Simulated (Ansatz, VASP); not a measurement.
**Ag: VASP beside Ansatz**

INCAR

```
PREC = Accurate
ENCUT = 520
EDIFF = 1E-6
ISMEAR = 0
SIGMA = 0.15
LREAL = F
LASPH = T
NELM = 60
ALGO = Fast
ISIF = 2
LWAVE = F
LCHARG = F
GGA = PS
NBANDS = 12
```

The input KPOINTS:

```
Automatic mesh
0
Gamma
  20 20 20
```

File POSCAR:

```
Ag
1.0
   -1.7384367000      1.7384367000      1.5728713000
    1.7384367000     -1.7384367000      1.5728713000
    1.7384367000      1.7384367000     -1.5728713000
Ag
1
Direct
    0.0000000000      0.0000000000      0.0000000000
```

Input for Ansatz:

```yaml
crystal:
  lattice:
    - [-1.7384367, 1.7384367, 1.5728713]
    - [1.7384367, -1.7384367, 1.5728713]
    - [1.7384367, 1.7384367, -1.5728713]
  atoms:
    - { symbol: Ag, position: [0.0, 0.0, 0.0] }
basis:
  ecutwfc: 420
kpoints:
  mp_grid: { grid: [20, 20, 20] }
hamiltonian:
  xc: pbesol
scf:
  occupations: { method: gaussian, width: 0.15 }
output:
  forces: true
  stress: true
  eigenvalues: true
  write_density: true
  write_potential: true
  elf: true
  volumetric_format: npy
```

Change from the starting cell: strain +0.050 along x and y, -0.050 along z, atoms carried along.

Alike in both runs: task single point; functional PBEsol; k mesh 20 × 20 × 20; occupations gaussian, width 0.15 eV; no spin polarisation.

|  | VASP | Ansatz |
| --- | --- | --- |
| version | VASP 6.6.1 | Ansatz 0.2.0 |
| potentials or method | VASP PAW PBE potentials, release 64 (Ag), cutoff 520 eV | scalar-relativistic, plane waves, PAW |
| valence electrons in the cell | 11 | 19 |

```csv
,VASP,Ansatz,Ansatz less VASP
gap on the k mesh at the Fermi level (eV),none,none,-
pressure (GPa),-10.1,-10.1,+0.03
"traceless stress, the component that is largest in VASP (GPa)",-0.19,-0.19,-0.006
```

VASP's potentials were made for PBE, not for PBEsol. A gap of «none» marks a metal or a gap that the smearing closes. VASP's potentials hold 11 valence electrons a cell and Ansatz's 19, so a difference there can come from the potentials and not from the codes.
